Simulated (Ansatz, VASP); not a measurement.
**One calculation of Pb2Se, two programs**

```
Pb Se
1.0
     6.54146    0.00000    0.00000
     0.00000    6.54146    0.00000
     0.00000    0.00000    6.54146
Pb Se
4 2
Direct
  0.25000 0.25000 0.25000
  0.25000 0.75000 0.75000
  0.75000 0.75000 0.25000
  0.75000 0.25000 0.75000
  0.00000 0.00000 0.00000
  0.50000 0.50000 0.50000
```

Alike in both runs: functional PBE; k mesh 4 × 4 × 4; occupations gaussian, width 0.1 eV; no spin polarisation.

Ansatz relaxed the structure, and its values are those at the end. VASP's run is a single point on that final structure, the one shown.

|  | VASP | Ansatz |
| --- | --- | --- |
| version | VASP 6.6.1 | Ansatz 0.2.0 |
| potentials or method | VASP PAW PBE potentials, release 64 (Pb_d, Se), cutoff 520 eV | scalar-relativistic, plane waves, PAW |
| valence electrons in the cell | 68 | 88 |

```tsv
	VASP	Ansatz	Ansatz less VASP
gap on the k mesh at the Fermi level (eV)	none	none	-
pressure (GPa)	0.0	0.0	+0.01
```

A gap of «none» marks a metal or a gap that the smearing closes. The functional is the same, so the differences come from potentials, cutoffs and numerics. VASP's potentials hold 68 valence electrons a cell and Ansatz's 88, so a difference there can come from the potentials and not from the codes.

Neither program's run includes spin-orbit coupling.
